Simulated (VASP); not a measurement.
Here is a VASP 6.6.1 calculation.

INCAR

```
SYSTEM = Se
PREC = Accurate
ENCUT = 520
EDIFF = 1E-8
ISMEAR = -1
SIGMA = 0.02
LREAL = .False.
LASPH = .True.
NELM = 60
ALGO = Normal
ISIF = 2
LWAVE = .False.
LCHARG = .False.
GGA = PS
LEFG = .True.
NBANDS = 16
```

File KPOINTS:

```
Automatic mesh
0
Gamma
  8 8 6
  0 0 0
```

Contents of POSCAR:

```
Se
1.0
    4.3259394702      0.0000000000      0.0000000000
   -2.1629697351      3.7463734764      0.0000000000
    0.0000000000      0.0000000000      4.9162312139
Se
3
Direct
    0.2170000000      0.0000000000      0.1666666667
    0.0000000000      0.2170000000      0.8333333333
    0.7830000000      0.7830000000      0.5000000000
```

Potentials or basis: VASP PAW PBE potentials, release 64 (Se).

The run is started by

```console
$ cat potpaw_PBE.64/Se/POTCAR > POTCAR
$ mpirun -np 1 vasp_std > vasp.out
```

Task: Estimate the pressure.

Result: 4.5 GPa.

Task: Estimate the band gap on the k mesh.

Result: 1.07 eV, indirect (least direct gap 1.14 eV).

Task: Estimate the largest force.

Result: 1.329 eV/Å.

Stress tensor (GPa, compression positive):
```
3.40 0.00 0.00
0.00 3.40 0.00
0.00 0.00 6.81
```

Caveat: without QUAD_EFG the Cq values of the log hold for a quadrupole moment of 1 mb, not for the nuclei; the PAW data sets were made with another functional, which shifts forces and pressure a little. A k mesh can miss the band edges.
